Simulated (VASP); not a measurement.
Here is a VASP 6.6.1 calculation.

The input INCAR:

```
ALGO = Normal
EDIFF = 1E-6
ENCUT = 520
GGA = PS
ISIF = 2
ISMEAR = 1
ISPIN = 2
IVDW = 12
LASPH = True
LCHARG = False
LMAXMIX = 4
LORBIT = 11
LREAL = False
LWAVE = False
MAGMOM = 3
NBANDS = 14
NELM = 150
PREC = Accurate
SIGMA = 0.1
```

Contents of KPOINTS:

```
k-points
0
Gamma
  13 13 13
```

File POSCAR:

```
Fe
1.0
   -1.4713013028      1.4713013028      1.4713013028
    1.4713013028     -1.4713013028      1.4713013028
    1.4713013028      1.4713013028     -1.4713013028
Fe
1
Direct
    0.0000000000      0.0000000000      0.0000000000
```

Potentials or basis: VASP PAW PBE potentials, release 64 (Fe).

Run with:

```bash
$ cat potpaw_PBE.64/Fe/POTCAR > POTCAR
$ mpirun -np 1 vasp_std > vasp.out
```

Q: Estimate the dispersion energy per atom.

A: -0.296 eV.

Q: Estimate the net moment.

A: 2.56 μB per cell.
